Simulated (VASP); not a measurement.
Set up this calculation in VASP 6.6.1, as the native input.

```
Task                   : single point
Functional             : r2SCAN
Potentials or basis    : VASP PAW PBE potentials, release 64 (Nb_sv)
Cutoff                 : 520 eV
k mesh                 : 20 × 20 × 20
Occupations            : gaussian, width 0.15 eV
Spin                   : no spin polarisation
Dipole correction      : no
Further INCAR settings : ALGO = Normal; EDIFF = 1e-06; NBANDS = 12
```

Crystal: Nb.

```xyz
1
Lattice="0.0000 2.1150 2.1044 2.1150 0.0000 2.1044 2.1150 2.1150 0.0000" Properties=species:S:1:pos:R:3 pbc="T T T"
Nb    0.0000    0.0000    0.0000
```

This cell differs from its parent crystal: strain -0.0050 x Voigt [0, 0, 1, 0, 0, 0].

One way to write it, as run:

POSCAR

```
Nb
1.0
    0.0000000000      2.1150000000      2.1044250000
    2.1150000000      0.0000000000      2.1044250000
    2.1150000000      2.1150000000      0.0000000000
Nb
1
Direct
    0.0000000000      0.0000000000      0.0000000000
```

INCAR.step1

```
PREC = Accurate ; ENCUT = 520
ISMEAR = 0 ; SIGMA = 0.15
LREAL = F ; LASPH = T
NELM = 60 ; NBANDS = 12
GGA = PE ; ALGO = Normal
EDIFF = 1E-4 ; LWAVE = T
LCHARG = F
```

INCAR.step2

```
PREC = Accurate ; ENCUT = 520
EDIFF = 1E-6 ; ISMEAR = 0
SIGMA = 0.15 ; LREAL = F
LASPH = T ; NELM = 60
ALGO = Normal ; ISIF = 2
LWAVE = F ; LCHARG = F
METAGGA = R2SCAN ; LMIXTAU = T
NBANDS = 12 ; ISTART = 1
```

KPOINTS

```
regular mesh
0
Gamma
  20 20 20
```

Potentials or basis: VASP PAW PBE potentials, release 64 (Nb_sv).

Command:

```bash
$ cat potpaw_PBE.64/Nb_sv/POTCAR > POTCAR
$ cp INCAR.step1 INCAR
$ mpirun -np 1 vasp_std > vasp.out
$ cp INCAR.step2 INCAR
$ mpirun -np 1 vasp_std > vasp.out
```

Results of the run:

```json
{
 "Pressure": "-1.4 GPa",
 "Band gap on the k mesh": "zero (an odd number of electrons rules out a gap without spin polarisation)"
}
```

Caveat: the cell differs from its parent crystal (strain -0.0050 x Voigt [0, 0, 1, 0, 0, 0]); the PAW data sets were made with another functional, which shifts forces and pressure a little.

Wall time 3.2 min on 1 thread of Intel(R) Xeon(R) Platinum 8488C (Sapphire Rapids), with other jobs on the host, peak memory 0.26 GiB.
